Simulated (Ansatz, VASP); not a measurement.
## Ge3P2 in VASP and in Ansatz

```
Ge P
1.0
     4.31829    0.00000    0.00000
    -2.15914    3.73975    0.00000
     0.00000    0.00000    5.21393
Ge P
3 2
Cartesian
  0.0000 0.0000 0.0000
  0.0000 2.4932 3.2587
  2.1591 1.2466 1.9552
  0.0000 2.4932 0.7195
  2.1591 1.2466 4.4944
```

Alike in both runs: task relaxation of cell and atoms; functional PBE; k mesh 6 × 6 × 4; occupations gaussian, width 0.1 eV; no spin polarisation.

|  | VASP | Ansatz |
| --- | --- | --- |
| version | VASP 6.6.1 | Ansatz 0.2.0 |
| potentials or method | VASP PAW PBE potentials, release 64 (Ge_d, P), cutoff 600 eV | scalar-relativistic, plane waves, PAW |
| valence electrons in the cell | 52 | 52 |

|  | VASP | Ansatz | Ansatz less VASP |
| --- | --- | --- | --- |
| gap on the k mesh at the Fermi level, each at its own relaxed structure (eV) | none | none | - |
| relaxed volume (Å³/atom) | 19.45 | 19.41 | -0.039 |
| relaxed cell length with the largest relative difference (Å) | 5.474 | 5.459 | -0.0150 |

A gap of «none» marks a metal or a gap that the smearing closes.

Noted on VASP's run: the volume moved by over 15 % at a fixed basis, so the end points are rough.
